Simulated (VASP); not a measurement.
# SiO2 (P2_13) in VASP: a series of runs, part 3 of 3

VASP 6.6.1. The steps go on from the part before.

**4. Electric field gradients, PBE (14.50 Å³/atom)**

This run uses another cell than the first one, of 14.50 Å³/atom.

The input, INCAR:

```
  PREC = Accurate
  ENCUT = 520
  EDIFF = 1E-8
  ISMEAR = -1
  SIGMA = 0.02
  LREAL = Auto
  LASPH = True
  NELM = 100
  ALGO = Normal
  ISIF = 2
  LWAVE = False
  LCHARG = False
  GGA = PE
  LEFG = True
  NBANDS = 82
```

The input, KPOINTS:

```
regular mesh
0
Gamma
  3 3 3
```

The input, POSCAR:

```
SiO2
1.0
    7.0342219912      0.0000000000      0.0000000000
    0.0000000000      7.0342219912      0.0000000000
    0.0000000000      0.0000000000      7.0342219912
Si O
8 16
Direct
    0.9771259885      0.5228740115      0.4771259885
    0.5228740115      0.4771259885      0.9771259885
    0.4771259885      0.9771259885      0.5228740115
    0.0228740115      0.0228740115      0.0228740115
    0.7141775776      0.7858224224      0.2141775776
    0.7858224224      0.2141775776      0.7141775776
    0.2141775776      0.7141775776      0.7858224224
    0.2858224224      0.2858224224      0.2858224224
    0.8607175071      0.3328254486      0.5326132099
    0.3607175071      0.1671745514      0.4673867901
    0.1392824929      0.8328254486      0.9673867901
    0.1671745514      0.4673867901      0.3607175071
    0.9673867901      0.1392824929      0.8328254486
    0.4673867901      0.3607175071      0.1671745514
    0.3328254486      0.5326132099      0.8607175071
    0.5326132099      0.8607175071      0.3328254486
    0.1541929604      0.1541929604      0.1541929604
    0.3458070396      0.8458070396      0.6541929604
    0.6541929604      0.3458070396      0.8458070396
    0.8458070396      0.6541929604      0.3458070396
    0.6392824929      0.6671745514      0.0326132099
    0.0326132099      0.6392824929      0.6671745514
    0.6671745514      0.0326132099      0.6392824929
    0.8328254486      0.9673867901      0.1392824929
```

Potentials or basis: VASP PAW PBE potentials, release 64 (Si, O).

The run is started by

```console
> cat potpaw_PBE.64/Si/POTCAR potpaw_PBE.64/O/POTCAR > POTCAR
> mpirun -np 1 vasp_std > vasp.out
```

OUTCAR:

```text
PREC = Accurate
   ENCUT = 520
   EDIFF = 1E-8
   ISMEAR = -1
   LREAL = Auto
   LASPH = True
   NELM = 100
   ISIF = 2
   GGA = PE

 ion  position               nearest neighbor table
   1  0.977  0.523  0.477-  20 1.60   9 1.62  22 1.62  12 1.62   7 3.05   8 3.05   6 3.05
   2  0.523  0.477  0.977-  19 1.60  14 1.62  21 1.62  15 1.62   7 3.05   8 3.05   5 3.05
   3  0.477  0.977  0.523-  18 1.60  16 1.62  10 1.62  23 1.62   6 3.05   8 3.05   5 3.05
   4  0.023  0.023  0.023-  17 1.60  13 1.62  11 1.62  24 1.62   6 3.05   7 3.05   5 3.05
   5  0.714  0.786  0.214-  20 1.60  16 1.61  21 1.61  24 1.61   3 3.05   4 3.05   2 3.05
   6  0.786  0.214  0.714-  19 1.60  13 1.61   9 1.61  23 1.61   3 3.05   4 3.05   1 3.05
   7  0.214  0.714  0.786-  18 1.60  15 1.61  11 1.61  22 1.61   2 3.05   4 3.05   1 3.05
   8  0.286  0.286  0.286-  17 1.60  12 1.61  14 1.61  10 1.61   2 3.05   3 3.05   1 3.05
   9  0.861  0.333  0.533-   6 1.61   1 1.62
  10  0.361  0.167  0.467-   8 1.61   3 1.62
  11  0.139  0.833  0.967-   7 1.61   4 1.62
  12  0.167  0.467  0.361-   8 1.61   1 1.62
  13  0.967  0.139  0.833-   6 1.61   4 1.62
  14  0.467  0.361  0.167-   8 1.61   2 1.62
[... 8 lines left out ...]
  23  0.667  0.033  0.639-   6 1.61   3 1.62
  24  0.833  0.967  0.139-   5 1.61   4 1.62

  LATTYP: Found a simple cubic cell.
 ALAT       =     7.0342219912

  Lattice vectors:

 A1 = (   7.0342219912,   0.0000000000,   0.0000000000)
 A2 = (   0.0000000000,   7.0342219912,   0.0000000000)
 A3 = (   0.0000000000,   0.0000000000,   7.0342219912)

Analysis of symmetry for initial positions (statically):
=====================================================================
 Subroutine PRICEL returns:
 Original cell was already a primitive cell.

 Routine SETGRP: Setting up the symmetry group for a
 simple cubic supercell.

 Subroutine GETGRP returns: Found 12 space group operations
 (whereof  3 operations were pure point group operations)
 out of a pool of 48 trial point group operations.

The static configuration has the point symmetry C_3 .
 The point group associated with its full space group is T   .

Analysis of symmetry for dynamics (positions and initial velocities):
=====================================================================
 Subroutine PRICEL returns:
 Original cell was already a primitive cell.

 Routine SETGRP: Setting up the symmetry group for a
 simple cubic supercell.

 Subroutine GETGRP returns: Found 12 space group operations
 (whereof  3 operations were pure point group operations)
 out of a pool of 48 trial point group operations.

The dynamic configuration has the point symmetry C_3 .
 The point group associated with its full space group is T   .

 Subroutine INISYM returns: Found 12 space group operations
 (whereof  3 operations are pure point group operations),
 and found     1 'primitive' translations

----------------------------------------------------------------------------------------

                                     Primitive cell

  volume of cell :     348.0553

  direct lattice vectors                    reciprocal lattice vectors
[... 145 lines left out ...]
 NGX is ok and might be reduce to    54
   NGX = 27   NGY = 27   NGZ = 27

 number of electron     128.0000006 magnetization

 Free energy of the ion-electron system (eV)
  ---------------------------------------------------
  ext. energy  EPLUGINS =         0.00000000
  ---------------------------------------------------
  free energy    TOTEN  =      -189.61300227 eV

  energy without entropy =     -189.61300227  energy(sigma->0) =     -189.61300227

 E-fermi :   0.4252     XC(G=0):  -8.3440

 val. band max:       -0.1101718840   @ k =   0.3333   0.3333   0.3333
 cond. band min:       5.7567938667   @ k =   0.0000   0.0000   0.0000
 fundamental gap:      5.8669657507
 Fermi energy:         0.4252384564

 k-point     1 :       0.0000    0.0000    0.0000
  band No.  band energies     occupation
      1     -19.4067      2.00000
      2     -18.4958      2.00000
      3     -18.4958      2.00000
      4     -18.4958      2.00000
      5     -18.4708      2.00000
      6     -18.4708      2.00000
[... 305 lines left out ...]
     75       9.7127      0.00000
     76       9.8867      0.00000
 [bands above 76 left out]

------------------------ aborting loop because EDIFF is reached ----------------------------------------

  FORCE on cell =-STRESS in cart. coord.  units (eV):
  Direction    XX          YY          ZZ          XY          YZ          ZX
  --------------------------------------------------------------------------------------
  -------------------------------------------------------------------------------------
  Total       10.2697491     10.2697491     10.2697491     -0.0000000      0.0000000      0.0000000
  in kB       47.2739841     47.2739841     47.2739841     -0.0000000      0.0000000      0.0000000
  external PRESSURE =      47.2739841 kB  Pullay stress =       0.0000000 kB

 VOLUME and BASIS-vectors are now :
 -----------------------------------------------------------------------------
  energy-cutoff  :      520.00
  volume of cell :      348.06
      direct lattice vectors                 reciprocal lattice vectors
     7.034221991  0.000000000  0.000000000     0.142162133  0.000000000  0.000000000
     0.000000000  7.034221991  0.000000000     0.000000000  0.142162133  0.000000000
     0.000000000  0.000000000  7.034221991     0.000000000  0.000000000  0.142162133

 POSITION                                       TOTAL-FORCE (eV/Angst)
 -----------------------------------------------------------------------------------
      6.87332      3.67801      3.35621        -0.029649      0.029649     -0.029649
      3.67801      3.35621      6.87332         0.029649     -0.029649     -0.029649
      3.35621      6.87332      3.67801        -0.029649     -0.029649      0.029649
      0.16090      0.16090      0.16090         0.029649      0.029649      0.029649
      5.02368      5.52765      1.50657        -0.023978      0.023978     -0.023978
      5.52765      1.50657      5.02368         0.023978     -0.023978     -0.023978
[... 16 lines left out ...]
      4.69305      0.22941      4.49685         0.101528     -0.194750      0.057481
      5.85828      6.80481      0.97974        -0.101528      0.194750      0.057481
 -----------------------------------------------------------------------------------
    total drift:                                0.000000      0.000000     -0.000000

  FREE ENERGIE OF THE ION-ELECTRON SYSTEM (eV)
  ---------------------------------------------------
  free  energy   TOTEN  =      -189.6130022729 eV

  energy  without entropy=     -189.6130022729  energy(sigma->0) =     -189.61300227

 Electric field gradients (V/A^2)
---------------------------------------------------------------------
 ion       V_xx      V_yy      V_zz      V_xy      V_xz      V_yz
---------------------------------------------------------------------
   1      -0.000    -0.000    -0.000     1.065    -1.065     1.065
   2      -0.000     0.000    -0.000     1.065     1.065    -1.065
   3       0.000    -0.000    -0.000    -1.065     1.065     1.065
   4      -0.000     0.000    -0.000    -1.065    -1.065    -1.065
   5       0.000     0.000    -0.000    -2.356     2.356    -2.356
   6       0.000    -0.000     0.000    -2.356    -2.356     2.356
[... 16 lines left out ...]
  23      21.790     2.524   -24.314    46.557    46.248    30.019
  24      21.790     2.524   -24.314    46.557   -46.248   -30.019
---------------------------------------------------------------------

 Electric field gradients after diagonalization (V/A^2)
 (convention: |V_zz| > |V_xx| > |V_yy|)
----------------------------------------------------------------------
 ion       V_xx      V_yy      V_zz     asymmetry (V_yy - V_xx)/ V_zz
----------------------------------------------------------------------
   1       1.065     1.065    -2.130       0.000
   2       1.065     1.065    -2.130       0.000
   3       1.065     1.065    -2.130       0.000
   4       1.065     1.065    -2.130       0.000
   5      -2.356    -2.356     4.712       0.000
   6      -2.356    -2.356     4.712       0.000
[... 16 lines left out ...]
  23     -52.978   -33.834    86.811       0.221
  24     -52.978   -33.834    86.811       0.221
----------------------------------------------------------------------

           NMR quadrupolar parameters

 Cq : quadrupolar parameter    Cq=e*Q*V_zz/h
 eta: asymmetry parameters     (V_yy - V_xx)/ V_zz
 Q  : nuclear electric quadrupole moment in mb (millibarn)
----------------------------------------------------------------------
 ion       Cq(MHz)       eta       Q (mb)
----------------------------------------------------------------------
   1      -0.005       0.000       1.000
   2      -0.005       0.000       1.000
   3      -0.005       0.000       1.000
   4      -0.005       0.000       1.000
   5       0.011       0.000       1.000
   6       0.011       0.000       1.000
[... 16 lines left out ...]
  23       0.210       0.221       1.000
  24       0.210       0.221       1.000
----------------------------------------------------------------------
```

Wall time 3.4 min (1 thread of Intel Xeon Platinum 8559C (Emerald Rapids), shared host); peak memory 0.42 GiB.

Results:

```
Free energy                             : -189.6130 eV
Pressure                                : 4.7 GPa
Largest force                           : 0.227 eV/Å
Band gap on the k mesh                  : 5.87 eV (least direct gap 5.88 eV)
Largest electric field gradient by atom : Si -2.1, +4.7 (each value once); O +86.8, +96.8 (each value once) V/Å²
```

Forces in eV/Å, atoms in the order of the input:
```
Si  -0.030  0.030 -0.030
Si   0.030 -0.030 -0.030
Si  -0.030 -0.030  0.030
Si   0.030  0.030  0.030
Si  -0.024  0.024 -0.024
Si   0.024 -0.024 -0.024
Si  -0.024 -0.024  0.024
Si   0.024  0.024  0.024
O   -0.057 -0.102 -0.195
O   -0.057  0.102  0.195
O    0.057 -0.102  0.195
O    0.102  0.195 -0.057
O    0.195  0.057 -0.102
O    0.195 -0.057  0.102
O   -0.102 -0.195 -0.057
O   -0.195 -0.057 -0.102
O    0.012  0.012  0.012
O   -0.012 -0.012  0.012
O    0.012 -0.012 -0.012
O   -0.012  0.012 -0.012
O    0.057  0.102 -0.195
O   -0.195  0.057  0.102
O    0.102 -0.195  0.057
O   -0.102  0.195  0.057
```

Electric field gradients, principal values (V/Å²):
```tsv
atom	least	middle	greatest (by size)
1 Si	1.065	1.065	-2.130
2 Si	1.065	1.065	-2.130
3 Si	1.065	1.065	-2.130
4 Si	1.065	1.065	-2.130
5 Si	-2.356	-2.356	4.712
6 Si	-2.356	-2.356	4.712
7 Si	-2.356	-2.356	4.712
8 Si	-2.356	-2.356	4.712
9 O	-33.834	-52.978	86.811
10 O	-33.834	-52.978	86.811
11 O	-33.834	-52.978	86.811
12 O	-33.834	-52.978	86.811
13 O	-33.834	-52.978	86.811
14 O	-33.834	-52.978	86.811
15 O	-33.834	-52.978	86.811
16 O	-33.834	-52.978	86.811
17 O	-48.425	-48.425	96.850
18 O	-48.425	-48.425	96.850
19 O	-48.425	-48.425	96.850
20 O	-48.425	-48.425	96.850
21 O	-33.834	-52.978	86.811
22 O	-33.834	-52.978	86.811
23 O	-33.834	-52.978	86.811
24 O	-33.834	-52.978	86.811
```

Caveat: the cell stands under pressure; without QUAD_EFG the Cq values of the log hold for a quadrupole moment of 1 mb, not for the nuclei.

**5. Summary**

| cell | gap on the mesh (eV) | pressure (GPa) | largest force (eV/Å) |
| --- | --- | --- | --- |
| a = 6.962 Å, 24 atoms | 6.03 | 10.7 | 0.62 |
| a = 6.986 Å, 24 atoms | 5.98 | 8.6 | 0.48 |
| a = 7.034 Å, 24 atoms | 5.87 | 4.7 | 0.23 |

Alike in all rows: task electric field gradients; level PBE; potentials or basis VASP PAW PBE potentials, release 64 (Si, O); no spin polarisation; k mesh 3 × 3 × 3; cutoff (eV) 520; smearing fermi-dirac 0.02 eV.

Caveats: the cell stands under pressure.

Absolute energies hang on the potentials; compare differences alone.
